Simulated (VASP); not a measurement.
Set up this calculation in VASP 6.6.1, as the native input.

- Task: single point
- Functional: PBE
- Potentials or basis: VASP PAW PBE potentials, release 64 (Te, Pb_d)
- Cutoff: 500 eV
- k mesh: 2 × 4 × 1
- Occupations: gaussian, width 0.1 eV
- Spin: no spin polarisation
- Dipole correction: no
- Further INCAR settings: ALGO = Normal; EDIFF = 1e-06; NBANDS = 17; ISYM = 0

The structure of TePb lies in POSCAR:

```
TePb
1.0
    4.0022870000      0.0000000000      0.0000000000
    0.0000000000      4.0022870000      0.0000000000
    0.0000000000      0.0000000000      4.0022870000
Te Pb
1 1
Direct
    0.5124928572      0.5000000000      0.5000000000
    0.0000000000      0.0000000000      0.0000000000
```

The input as run:

INCAR

```
ALGO = Normal
EDIFF = 1E-6
ENCUT = 500
GGA = PE
GGA_COMPAT = F
ISIF = 2
ISMEAR = 0
ISYM = 0
LASPH = T
LCHARG = F
LREAL = F
LWAVE = F
NBANDS = 17
NELM = 120
PREC = Accurate
SIGMA = 0.1
```

KPOINTS

```
k-points
0
Gamma
  2 4 1
```

Potentials or basis: VASP PAW PBE potentials, release 64 (Te, Pb_d).

Run with:

```console
$ cat potpaw_PBE.64/Te/POTCAR potpaw_PBE.64/Pb_d/POTCAR > POTCAR
$ mpirun -np 1 vasp_std > vasp.out
```

Results of the run:

- Pressure: 9.8 GPa
- Largest force: 0.112 eV/Å
- Band gap on the k mesh: zero (band 10 reaches 6.88 eV, above the bottom of band 11 at 6.70 eV)

Caveat: the k points lie up to 1.57 Å⁻¹ apart; spin-orbit coupling is left out, which moves the levels of the heavy elements.

It took 11 s on 1 thread of Intel Xeon 8259CL, with other jobs on the host, peak memory 0.16 GiB.
